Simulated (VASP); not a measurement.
Wanted: the native input for a VASP 6.6.1 run.

```
Task                   : single point
Functional             : PBE
Potentials or basis    : VASP PAW PBE potentials, release 64 (Mg_sv, Ga_d, C_h, N_h)
Cutoff                 : 1330 eV
k mesh                 : 6 × 6 × 6
Occupations            : gaussian, width 0.1 eV
Spin                   : no spin polarisation
Dipole correction      : no
Further INCAR settings : ALGO = Normal; EDIFF = 1e-06; NBANDS = 40
```

The structure of MgGaC4N4 lies in POSCAR:

```
MgGaC4N4
1.0
    6.0435384907      0.0000000000      0.0000000000
    0.0000000000      6.0435384907      0.0000000000
    0.0000000000      0.0000000000      6.0435384907
Mg Ga C N
1 1 4 4
Direct
    0.0000000000      0.0000000000      0.0000000000
    0.5000000000      0.5000000000      0.5000000000
    0.2071970223      0.2071970223      0.2071970223
    0.2071970223      0.7928029777      0.7928029777
    0.7928029777      0.2071970223      0.7928029777
    0.7928029777      0.7928029777      0.2071970223
    0.3197594639      0.3197594639      0.3197594639
    0.3197594639      0.6802405361      0.6802405361
    0.6802405361      0.3197594639      0.6802405361
    0.6802405361      0.6802405361      0.3197594639
```

One way to write it, as run:

INCAR

```
PREC = Accurate
ENCUT = 1330
EDIFF = 1E-6
ISMEAR = 0
SIGMA = 0.1
LREAL = False
LASPH = True
NELM = 120
ALGO = Normal
ISIF = 2
LWAVE = False
LCHARG = False
GGA = PE
NBANDS = 40
GGA_COMPAT = False
```

KPOINTS

```
regular mesh
0
Gamma
  6 6 6
```

Potentials or basis: VASP PAW PBE potentials, release 64 (Mg_sv, Ga_d, C_h, N_h).

Command:

```console
$ cat potpaw_PBE.64/Mg_sv/POTCAR potpaw_PBE.64/Ga_d/POTCAR potpaw_PBE.64/C_h/POTCAR potpaw_PBE.64/N_h/POTCAR > POTCAR
$ mpirun -np 1 vasp_std > vasp.out
```

It gave:

The pressure is -0.1 GPa. The largest force is 0.032 eV/Å and the band gap on the k mesh is zero (an odd number of electrons rules out a gap without spin polarisation).

Caveat: an odd number of electrons without spin polarisation forces a metal; a magnetic or distorted state may lie lower.

Wall time 15 min on 1 thread of Intel(R) Xeon(R) Platinum 8488C (Sapphire Rapids), with other jobs on the host, peak memory 1.2 GiB.
